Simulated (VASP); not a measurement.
Runs of VASP 6.6.1 on Mg6BiB. The structure is that of space group Amm2 (No. 38), or close to it. The cells are those of the table. 

| cell | gap on the mesh (eV) | pressure (GPa) | largest force (eV/Å) |
| --- | --- | --- | --- |
| a = 3.859, b = 6.699, c = 6.699 Å, angles 81.2, 90.0, 90.0°, 8 atoms | none | (b) | 0.19 |
| a = 3.961, b = 6.877, c = 6.877 Å, angles 81.2, 90.0, 90.0°, 8 atoms | none | -2.7 | 0.14 |
| a = 3.936, b = 6.833, c = 6.833 Å, angles 81.2, 90.0, 90.0°, 8 atoms | none | -2.1 | 0.10 |
| a = 3.910, b = 6.789, c = 6.789 Å, angles 81.2, 90.0, 90.0°, 8 atoms | none | (a) | 0.09 |
| a = 3.885, b = 6.745, c = 6.745 Å, angles 81.2, 90.0, 90.0°, 8 atoms | none | -0.5 | 0.14 |

Alike in all rows: task single point; level PBE; potentials or basis VASP PAW PBE potentials, release 64 (Bi_d, Mg, B); no spin polarisation; k mesh 7 × 4 × 4; cutoff (eV) 520; smearing fermi-dirac 0.05 eV.

Q: Fill in the values left out.

A: (a) -1.3; (b) 0.4.

Caveats: spin-orbit coupling is left out, which moves the levels of the heavy elements.

A k mesh can miss the band edges, and the runs leave out spin-orbit coupling on Bi.

A gap of «none» marks levels without a gap at the run's occupations.
